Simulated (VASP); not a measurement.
Here is a VASP 6.6.1 calculation.

Contents of INCAR:

```
PREC = Accurate ; ENCUT = 520
EDIFF = 1E-8 ; ISMEAR = -1
SIGMA = 0.01 ; LREAL = False
LASPH = True ; NELM = 100
ALGO = Normal ; ISIF = 2
LWAVE = False ; LCHARG = False
LEFG = True ; NBANDS = 11
```

KPOINTS

```
regular mesh
0
Gamma
  8 8 8
```

The input POSCAR:

```
MgS
1.0
    0.0260165000      2.6146582500      2.6146582500
    2.6146582500      0.0260165000      2.6146582500
    2.6146582500      2.6146582500      0.0260165000
Mg S
1 1
Direct
    0.0000000000      0.0000000000      0.0000000000
    0.5000000000      0.5000000000      0.5000000000
```

Potentials or basis: VASP PAW LDA potentials, release 64 (Mg, S).

Run with:

```bash
$ cat potpaw_LDA.64/Mg/POTCAR potpaw_LDA.64/S/POTCAR > POTCAR
$ mpirun -np 1 vasp_std > vasp.out
```

Q: Predict the pressure.

A: -3.8 GPa.

Q: Predict the band gap on the k mesh.

A: 2.51 eV, indirect (least direct gap 3.44 eV).

Stress tensor (GPa, compression positive):
```
-3.84 -0.55 -0.55
-0.55 -3.84 -0.55
-0.55 -0.55 -3.84
```

Caveat: the cell differs from its parent crystal (equal xy, yz and zx shear strains of +1 %); without QUAD_EFG the Cq values of the log hold for a quadrupole moment of 1 mb, not for the nuclei. A k mesh can miss the band edges.
